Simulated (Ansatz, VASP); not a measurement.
One calculation of Al, two programs

```xyz
2
Lattice="2.7300 0.0000 0.0000 -1.3650 2.3642 0.0000 0.0000 0.0000 4.7867" Properties=species:S:1:pos:R:3 pbc="T T T"
Al    1.3650    0.7881    3.5900
Al    0.0000    1.5762    1.1967
```

Alike in both runs: task single point; functional PBEsol; k mesh 18 × 18 × 10; occupations gaussian, width 0.15 eV; no spin polarisation.

|  | VASP | Ansatz |
| --- | --- | --- |
| version | VASP 6.6.1 | Ansatz 0.2.0 |
| potentials or method | VASP PAW PBE potentials, release 64 (Al), cutoff 520 eV | scalar-relativistic, plane waves, PAW |
| valence electrons in the cell | 6 | 6 |

VASP gave:

```
gap on the k mesh at the Fermi level (eV)                     : none
pressure (GPa)                                                : 5.5
traceless stress, the component that is largest in VASP (GPa) : -3.40
```

Question: What did Ansatz give for the same quantities?

Answer: gap on the k mesh at the Fermi level (eV): none; pressure (GPa): 5.4; traceless stress, the component that is largest in VASP (GPa): -3.37.

VASP's potentials were made for PBE, not for PBEsol, and Ansatz warns of the same on its side. A gap of «none» marks a metal or a gap that the smearing closes.
